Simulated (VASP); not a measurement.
# V (P6_3/mmc) in VASP: notebook

The runs below take V through single point, with PBEsol.

All numbers are computed with VASP 6.6.1; they aren't measurements. Logs are shortened: lines on timing, memory, paths and dates and some standing lists are left out, and cuts for length are marked.

**1. The cell of the first run**

Symmetry: P6_3/mmc, No. 194, hexagonal system. The conventional cell has a = 2.576 Å, b = 2.576 Å, c = 4.641 Å, α = 90.00°, β = 90.00°, γ = 120.00°. V (site symmetry -6m2) has 12 V at 2.58 to 2.76 Å within 3.4 Å.

This isn't the form of V at room conditions, which is bcc.

**2. Single point, PBEsol**

Input file INCAR:

```
SYSTEM = V
  PREC = Accurate
  ENCUT = 520
  EDIFF = 1E-7
  ISMEAR = -1
  SIGMA = 0.1
  LREAL = .False.
  LASPH = .True.
  NELM = 100
  ALGO = Normal
  ISIF = 2
  LWAVE = .False.
  LCHARG = .False.
  GGA = PS
  NBANDS = 20
```

Input file KPOINTS:

```
regular mesh
0
Gamma
  23 23 11
  0 0 0
```

Input file POSCAR:

```
V
1.0
    2.5763747747      0.0000000000      0.0000000000
   -1.2881873874      2.2312060046      0.0000000000
    0.0000000000      0.0000000000      4.6406751944
V
2
Direct
    0.3333333333      0.6666666667      0.2500000000
    0.6666666667      0.3333333333      0.7500000000
```

Potentials or basis: VASP PAW PBE potentials, release 64 (V_sv).

Run with:

```
> cat potpaw_PBE.64/V_sv/POTCAR > POTCAR
> mpirun -np 1 vasp_std > vasp.out
```

OUTCAR:

```text
SYSTEM = V
   PREC = Accurate
   ENCUT = 520
   EDIFF = 1E-7
   ISMEAR = -1
   LREAL = .False.
   LASPH = .True.
   NELM = 100
   ISIF = 2
   GGA = PS

 ion  position               nearest neighbor table
   1  0.333  0.667  0.250-   2 2.76   2 2.76   2 2.76   2 2.76   2 2.76   2 2.76
   2  0.667  0.333  0.750-   1 2.76   1 2.76   1 2.76   1 2.76   1 2.76   1 2.76

  LATTYP: Found a hexagonal cell.
 ALAT       =     2.5763747747
 C/A-ratio  =     1.8012422882

  Lattice vectors:

 A1 = (   2.5763747747,   0.0000000000,   0.0000000000)
 A2 = (  -1.2881873874,   2.2312060046,   0.0000000000)
 A3 = (   0.0000000000,   0.0000000000,   4.6406751944)

Analysis of symmetry for initial positions (statically):
=====================================================================
 Subroutine PRICEL returns:
 Original cell was already a primitive cell.

 Routine SETGRP: Setting up the symmetry group for a
 hexagonal supercell.

 Subroutine GETGRP returns: Found 24 space group operations
 (whereof 12 operations were pure point group operations)
 out of a pool of 24 trial point group operations.

The static configuration has the point symmetry D_3d.
 The point group associated with its full space group is D_6h.

Analysis of symmetry for dynamics (positions and initial velocities):
=====================================================================
 Subroutine PRICEL returns:
 Original cell was already a primitive cell.

 Routine SETGRP: Setting up the symmetry group for a
 hexagonal supercell.

 Subroutine GETGRP returns: Found 24 space group operations
 (whereof 12 operations were pure point group operations)
 out of a pool of 24 trial point group operations.

The dynamic configuration has the point symmetry D_3d.
 The point group associated with its full space group is D_6h.

 Subroutine INISYM returns: Found 24 space group operations
 (whereof 12 operations are pure point group operations),
 and found     1 'primitive' translations

----------------------------------------------------------------------------------------

                                     Primitive cell

  volume of cell :      26.6766

  direct lattice vectors                    reciprocal lattice vectors
     2.576374775  0.000000000  0.000000000     0.388142288  0.224094055  0.000000000
    -1.288187387  2.231206005  0.000000000     0.000000000  0.448188109  0.000000000
     0.000000000  0.000000000  4.640675194     0.000000000  0.000000000  0.215485885

  length of vectors
     2.576374775  2.576374775  4.640675194     0.448188109  0.448188109  0.215485885

  position of ions in fractional coordinates (direct lattice)
     0.333333333  0.666666667  0.250000000
     0.666666667  0.333333333  0.750000000

  ion indices of the primitive-cell ions
   primitive index   ion index
                 1           1
                 2           2

----------------------------------------------------------------------------------------

 KPOINTS: regular mesh

Automatic generation of k-mesh.
 Grid dimensions read from file:
 generate k-points for:   23   23   11

 Generating k-lattice:

  Cartesian coordinates                     Fractional coordinates (reciprocal lattice)
     0.016875752  0.009743220  0.000000000     0.043478261  0.000000000  0.000000000
     0.000000000  0.019486440  0.000000000     0.000000000  0.043478261  0.000000000
     0.000000000  0.000000000  0.019589626     0.000000000  0.000000000  0.090909091

  Length of vectors
     0.019486440  0.019486440  0.019589626

  Shift w.r.t. Gamma in fractional coordinates (k-lattice)
     0.000000000  0.000000000  0.000000000

 Subroutine IBZKPT returns following result:
 ===========================================

 Found    336 irreducible k-points:

 Following reciprocal coordinates:
            Coordinates               Weight
  0.000000  0.000000  0.000000      1.000000
  0.043478 -0.000000  0.000000      6.000000
  0.086957 -0.000000  0.000000      6.000000
  0.130435  0.000000  0.000000      6.000000
  0.173913 -0.000000  0.000000      6.000000
  0.217391 -0.000000  0.000000      6.000000
[... 16 lines left out ...]
  0.478261  0.043478  0.000000      6.000000
  0.086957  0.086957  0.000000      6.000000
 [... further k-points ...]
   k-points           NKPTS =    336   k-points in BZ     NKDIM =    336   number of bands    NBANDS=     20
   number of dos      NEDOS =    301   number of ions     NIONS =      2
   total plane-waves  NPLWV =  14400
   dimension x,y,z NGX =    20 NGY =   20 NGZ =   36
   dimension x,y,z NGXF=    40 NGYF=   40 NGZF=   72
   ions per type =               2
   NGX,Y,Z   is equivalent  to a cutoff of  12.91, 12.91, 12.90 a.u.
   NGXF,Y,Z  is equivalent  to a cutoff of  25.81, 25.81, 25.79 a.u.
 SYSTEM =  V
   PREC   = accura    normal or accurate (medium, high low for compatibility)
   ISTART =      0    job   : 0-new  1-cont  2-samecut
   ICHARG =      2    charge: 1-file 2-atom 10-const
   ISPIN  =      1    spin polarized calculation?
   LNONCOLLINEAR =      F non collinear calculations
   LSORBIT =      F    spin-orbit coupling
   LASPH  =      T    aspherical Exc in radial PAW
   ENCUT  =  520.0 eV  38.22 Ry    6.18 a.u.   4.79  4.79  8.63*2*pi/ulx,y,z
   NELM   =    100;   NELMIN=  2; NELMDL= -5     # of ELM steps
   EDIFF  = 0.1E-06   stopping-criterion for ELM
   LREAL  =      F    real-space projection
   EDIFFG = 0.1E-05   stopping-criterion for IOM
   NSW    =      0    number of steps for IOM
   IBRION =     -1    ionic relax: 0-MD 1-quasi-New 2-CG
   NFREE  =      0    steps in history (QN), initial steepest desc. (CG)
   ISIF   =      2    stress and relaxation
   ISYM   =      2    0-nonsym 1-usesym 2-fastsym
   POTIM  = 0.5000    time-step for ionic-motion
   TEBEG  =    0.0;   TEEND  =   0.0 temperature during run
   PSTRESS=    0.0 pullay stress
   NELECT =      26.0000    total number of electrons
   NUPDOWN=      -1.0000    fix difference up-down
   EMIN   =  10.00;   EMAX   =-10.00  energy-range for DOS
   EFERMI =   0.00;   METHOD = LEGACY
   ISMEAR =    -1;   SIGMA  =   0.10  broadening in eV -4-tet -1-fermi 0-gaus
   EFERMI_NEDOS =   21; number of points for ismear=-14 and -15
   IALGO  =     38    algorithm
   IMIX   =      4    mixing-type and parameters
     AMIX     =   0.40;   BMIX     =  1.00
     AMIX_MAG =   1.60;   BMIX_MAG =  1.00
  volume/ion in A,a.u.               =      13.34        90.01
  Fermi-wavevector in a.u.,A,eV,Ry     =   1.623140  3.067290 35.845685  2.634584
  Thomas-Fermi vector in A             =   2.716639
   LORBIT       =      0    0 simple, 1 ext, 2 COOP (PROOUT), +10 PAW based schemes
   GGA     = PS    functional components
   LHFCALC =     F    Hartree Fock is set to
   AEXX    =    0.0000 exact exchange contribution
   IVDW    =     0    specifies the selected vdW correction
   LEPSILON=     F    determine dielectric tensor
   LRPA    =     F    only Hartree local field effects (RPA)
 non-spin polarized calculation
  energy-cutoff  :      520.00
  volume of cell :       26.68
 maximum number of plane-waves:       729
 NGX is ok and might be reduce to    20
   NGX =  9   NGY =  9   NGZ = 17

 number of electron      26.0000010 magnetization

 Free energy of the ion-electron system (eV)
  ---------------------------------------------------
  ext. energy  EPLUGINS =         0.00000000
  ---------------------------------------------------
  free energy    TOTEN  =       -18.78814870 eV

  energy without entropy =      -18.67710476  energy(sigma->0) =      -18.73262673

 E-fermi :  10.0493     XC(G=0): -13.0958

 val. band max:       10.0453436994   @ k =   0.2609   0.2609   0.0909
 cond. band min:      10.0516648240   @ k =   0.2609   0.0000   0.4545
 fundamental gap:      0.0063211246
 Fermi energy:        10.0493035098

 k-point     1 :       0.0000    0.0000    0.0000
  band No.  band energies     occupation
      1     -53.7015      2.00000
      2     -53.5692      2.00000
      3     -27.9543      2.00000
      4     -27.2093      2.00000
      5     -27.0821      2.00000
      6     -27.0821      2.00000
[... 12 lines left out ...]
     19      13.0637      0.00000
     20      13.0637      0.00000

 k-point     2 :       0.0435   -0.0000    0.0000
  band No.  band energies     occupation
      1     -53.6975      2.00000
      2     -53.5664      2.00000
      3     -27.9483      2.00000
      4     -27.2097      2.00000
      5     -27.1003      2.00000
      6     -27.0870      2.00000
[... 12 lines left out ...]
     19      13.0745      0.00000
     20      13.2397      0.00000

 k-point     3 :       0.0870   -0.0000    0.0000
  band No.  band energies     occupation
      1     -53.6859      2.00000
      2     -53.5580      2.00000
      3     -27.9308      2.00000
      4     -27.2110      2.00000
      5     -27.1534      2.00000
      6     -27.1011      2.00000
[... 12 lines left out ...]
     19      13.1013      0.00000
     20      13.6863      0.00000

 k-point     4 :       0.1304    0.0000    0.0000
  band No.  band energies     occupation
      1     -53.6673      2.00000
      2     -53.5448      2.00000
      3     -27.9026      2.00000
      4     -27.2376      2.00000
      5     -27.2134      2.00000
      6     -27.1708      2.00000
[... 12 lines left out ...]
     19      13.1331      0.00000
     20      14.2898      0.00000

 k-point     5 :       0.1739   -0.0000    0.0000
  band No.  band energies     occupation
      1     -53.6431      2.00000
      2     -53.5278      2.00000
      3     -27.8649      2.00000
      4     -27.3465      2.00000
      5     -27.2782      2.00000
      6     -27.2177      2.00000
[... 12 lines left out ...]
     19      13.1606      0.00000
     20      14.9848      0.00000
[... 353 lines left out ...]
      6     -27.3215      2.00000
[... 12 lines left out ...]
     19      13.9282      0.00000
     20      17.6767      0.00000

 k-point    22 :       0.4348    0.0435    0.0000
  band No.  band energies     occupation
      1     -53.4730      2.00000
      2     -53.4283      2.00000
      3     -28.0286      2.00000
      4     -27.9241      2.00000
      5     -27.5563      2.00000
      6     -27.3349      2.00000
[... 12 lines left out ...]
     19      14.4981      0.00000
     20      16.9334      0.00000

 k-point    23 :       0.4783    0.0435    0.0000
  band No.  band energies     occupation
      1     -53.4678      2.00000
      2     -53.4266      2.00000
      3     -28.0460      2.00000
      4     -27.9400      2.00000
      5     -27.5440      2.00000
      6     -27.3395      2.00000
[... 12 lines left out ...]
     19      14.8681      0.00000
     20      16.4872      0.00000

 k-point    24 :       0.0870    0.0870    0.0000
  band No.  band energies     occupation
      1     -53.6567      2.00000
      2     -53.5372      2.00000
      3     -27.8862      2.00000
      4     -27.2740      2.00000
      5     -27.2305      2.00000
      6     -27.2151      2.00000
[... 12 lines left out ...]
     19      13.1060      0.00000
     20      14.6200      0.00000

 [... further k-points ...]

------------------------ aborting loop because EDIFF is reached ----------------------------------------

  FORCE on cell =-STRESS in cart. coord.  units (eV):
  Direction    XX          YY          ZZ          XY          YZ          ZX
  --------------------------------------------------------------------------------------
  -------------------------------------------------------------------------------------
  Total        0.0361764      0.0361764      0.0480737     -0.0000000      0.0000000      0.0000000
  in kB        2.1727323      2.1727323      2.8872771     -0.0000000      0.0000000      0.0000000
  external PRESSURE =       2.4109139 kB  Pullay stress =       0.0000000 kB

 VOLUME and BASIS-vectors are now :
 -----------------------------------------------------------------------------
  energy-cutoff  :      520.00
  volume of cell :       26.68
      direct lattice vectors                 reciprocal lattice vectors
     2.576374775  0.000000000  0.000000000     0.388142288  0.224094055  0.000000000
    -1.288187387  2.231206005  0.000000000     0.000000000  0.448188109  0.000000000
     0.000000000  0.000000000  4.640675194     0.000000000  0.000000000  0.215485885

 POSITION                                       TOTAL-FORCE (eV/Angst)
 -----------------------------------------------------------------------------------
     -0.00000      1.48747      1.16017        -0.000000     -0.000000      0.000000
      1.28819      0.74374      3.48051         0.000000      0.000000      0.000000
 -----------------------------------------------------------------------------------
    total drift:                               -0.000000      0.000000     -0.000000

  FREE ENERGIE OF THE ION-ELECTRON SYSTEM (eV)
  ---------------------------------------------------
  free  energy   TOTEN  =       -18.7881487009 eV

  energy  without entropy=      -18.6771047585  energy(sigma->0) =      -18.73262673
```

Wall time 3 min (1 thread of Intel Xeon 8259CL, shared host); peak memory 0.25 GiB.

What came out:

* Free energy: -18.7881 eV
* Pressure: 0.2 GPa
* Band gap on the k mesh: zero (bands 13 and 14 overlap by 2.00 eV)

Levels at points of the mesh, in eV from the Fermi level:
| k point | band 10 | band 11 | band 12 | band 13 | band 14 | band 15 | band 16 | band 17 |
| --- | --- | --- | --- | --- | --- | --- | --- | --- |
| (0.00, 0.00, 0.00) | -3.54 | -0.57 | -0.11 | 0.32 | 0.32 | 0.67 | 0.67 | 1.87 |

Caveat: the PAW data sets were made with another functional, which shifts forces and pressure a little.

**3. Single point, PBEsol (13.34 Å³/atom)**

Input file INCAR:

```
ALGO     = Normal         # electronic algorithm
EDIFF    = 1E-7           # SCF threshold, eV
ENCUT    = 520            # plane-wave cutoff, eV
GGA      = PS             # functional
ISIF     = 2              # what is computed and relaxed
ISMEAR   = -1             # smearing method
LASPH    = T              # aspherical terms in the spheres
LCHARG   = F              # write CHGCAR
LREAL    = F              # projectors in reciprocal space
LWAVE    = F              # write WAVECAR
NBANDS   = 20             # bands
NELM     = 80             # most SCF steps
PREC     = Accurate       # precision mode
SIGMA    = 0.1            # smearing width, eV
```

Input file KPOINTS:

```
k-points
0
Gamma
  23 23 11
```

POSCAR is that of step 2.

Potentials or basis: VASP PAW PBE potentials, release 64 (V_sv).

Run with:

```
> cat potpaw_PBE.64/V_sv/POTCAR > POTCAR
> mpirun -np 1 vasp_std > vasp.out
```

Wall time 2.9 min (1 thread of Intel Xeon 8259CL, shared host); peak memory 0.25 GiB.

The run converged. Its results:

- Free energy: -18.7881 eV
- Pressure: 0.2 GPa
- Band gap on the k mesh: zero (bands 13 and 14 overlap by 2.00 eV)

Levels at points of the mesh, in eV from the Fermi level:
| k point | band 11 | band 12 | band 13 | band 14 | band 15 | band 16 |
| --- | --- | --- | --- | --- | --- | --- |
| (0.00, 0.00, 0.00) | -0.57 | -0.11 | 0.32 | 0.32 | 0.67 | 0.67 |

Caveat: the PAW data sets were made with another functional, which shifts forces and pressure a little.

**4. Single point, PBEsol (13.87 Å³/atom)**

This run uses another cell than the first one, of 13.87 Å³/atom.

Input file INCAR:

```
SYSTEM = V
ALGO = Normal
EDIFF = 1E-6
ENCUT = 520
GGA = PS
ISIF = 2
ISMEAR = -1
LASPH = .TRUE.
LCHARG = .FALSE.
LREAL = .FALSE.
LWAVE = .FALSE.
NBANDS = 20
NELM = 80
PREC = Accurate
SIGMA = 0.1
```

Input file KPOINTS:

```
k-points
0
G
  23 23 11
  0 0 0
```

Input file POSCAR:

```
V
1.0
    2.6102783308      0.0000000000      0.0000000000
   -1.3051391654      2.2605673454      0.0000000000
    0.0000000000      0.0000000000      4.7017437132
V
2
Direct
    0.3333333333      0.6666666667      0.2500000000
    0.6666666667      0.3333333333      0.7500000000
```

Run with:

```
> cat potpaw_PBE.64/V_sv/POTCAR > POTCAR
> mpirun -np 1 vasp_std > vasp.out
```

It took 2.3 min on 1 thread of Intel Xeon 8259CL, shared host; peak memory 0.26 GiB.

It converged, with:

```yaml
Free_energy: -18.7668 eV
Pressure: -6.6 GPa
Band_gap_on_the_k_mesh: zero (bands 13 and 14 overlap by 1.91 eV)
```

Stress tensor (GPa, compression positive):
```
-6.63  0.00  0.00
 0.00 -6.63  0.00
 0.00  0.00 -6.54
```

Levels at points of the mesh, in eV from the Fermi level:
| k point | band 11 | band 12 | band 13 | band 14 | band 15 | band 16 |
| --- | --- | --- | --- | --- | --- | --- |
| (0.00, 0.00, 0.00) | -0.53 | -0.17 | 0.32 | 0.32 | 0.65 | 0.65 |

Caveat: the cell stands under tension; the PAW data sets were made with another functional, which shifts forces and pressure a little.
